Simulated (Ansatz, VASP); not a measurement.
**C: VASP beside Ansatz**

Contents of INCAR:

```
ALGO = Normal
EDIFF = 1E-6
ENCUT = 520
GGA = RP
ISIF = 2
ISMEAR = -1
LASPH = True
LCHARG = False
LREAL = False
LWAVE = False
NBANDS = 16
NELM = 80
PREC = Accurate
SIGMA = 0.05
```

File KPOINTS:

```
k-points
0
Gamma
  14 14 3
```

File POSCAR:

```
C
1.0
    2.5414980891      0.0000000000      0.0000000000
   -1.2707490446      2.2010019089      0.0000000000
    0.0000000000      0.0000000000      9.9053859418
C
4
Direct
    1.0000000000      1.0000000000      0.2500000000
    0.0000000000      0.0000000000      0.7500000000
    0.3333333333      0.6666666667      0.2500000000
    0.6666666667      0.3333333333      0.7500000000
```

Input for Ansatz:

```yaml
crystal:
  lattice:
    - [2.5414980891, 0.0, 0.0]
    - [-1.2707490446, 2.2010019089, 0.0]
    - [0.0, 0.0, 9.9053859418]
  atoms:
    - { symbol: C, position: [1.0, 1.0, 0.25] }
    - { symbol: C, position: [0.0, 0.0, 0.75] }
    - { symbol: C, position: [0.3333333333, 0.6666666667, 0.25] }
    - { symbol: C, position: [0.6666666667, 0.3333333333, 0.75] }
hamiltonian:
  xc: rpbe
  pseudopotentials:
    kind: paw
    azcp:
      C: "pseudopotentials/C.paw.azcp"
basis:
  ecutwfc: 420
  fft_grid_basis: typed
kpoints:
  mp_grid: { grid: [14, 14, 3], shift: [0, 0, 0] }
magnetization:
  spin_polarized: false
scf:
  occupations: { method: fermi_dirac, width: 0.05 }
output:
  stress: true
```

Alike in both runs: task single point; functional RPBE; k mesh 14 × 14 × 3; occupations fermi-dirac, width 0.05 eV; no spin polarisation.

|  | VASP | Ansatz |
| --- | --- | --- |
| version | VASP 6.6.1 | Ansatz 0.2.0 |
| potentials or method | VASP PAW PBE potentials, release 64 (C), cutoff 520 eV | plane waves (420 eV) with PAW, scalar-relativistic |
| valence electrons in the cell | 16 | 16 |

|  | VASP | Ansatz | Ansatz less VASP |
| --- | --- | --- | --- |
| pressure (GPa) | -12.3 | -12.5 | -0.21 |
| traceless stress, the component that is largest in VASP (GPa) | 12.23 | 12.51 | +0.278 |

VASP's potentials were made for PBE, not for RPBE.
